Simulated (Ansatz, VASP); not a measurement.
SnO2: VASP beside Ansatz

```xyz
6
Lattice="4.7374 0.0000 0.0000 0.0000 4.7374 0.0000 0.0000 0.0000 3.2501" Properties=species:S:1:pos:R:3 pbc="T T T"
Sn    0.0000    0.0000    0.0000
Sn    2.3687    2.3687    1.6251
O     1.4478    1.4478    0.0000
O     0.9208    3.8165    1.6251
O     3.2895    3.2895    0.0000
O     3.8165    0.9208    1.6251
```

Change from the starting cell: zz strain of +2 %, crystal datasets.

Alike in both runs: task electric field gradients; functional LDA; k mesh 4 × 4 × 6; occupations fermi-dirac, width 0.03 eV; no spin polarisation.

|  | VASP | Ansatz |
| --- | --- | --- |
| version | VASP 6.6.1 | Ansatz 0.2.0 |
| potentials or method | VASP PAW LDA potentials, release 64 (Sn_d, O), cutoff 520 eV | all-electron PAW with datasets made for the crystal, scalar-relativistic |

```tsv
	VASP	Ansatz	Ansatz less VASP
pressure (GPa)	-4.7	-5.6	-0.85
traceless stress, the component that is largest in VASP (GPa)	-2.93	-3.13	-0.202
rms of the force components (eV/Å)	0.081	0.087	+0.0063
size of Vzz on the site where it differs most (V/Å²)	108.1	106.5	-1.61
```

LDA's correlation is that of Perdew and Zunger in VASP and of Perdew and Wang (1992) in Ansatz. Atom by atom the forces differ by 0.006 eV/Å (rms over components). Ansatz ran all-electron here, and VASP with PAW potentials.
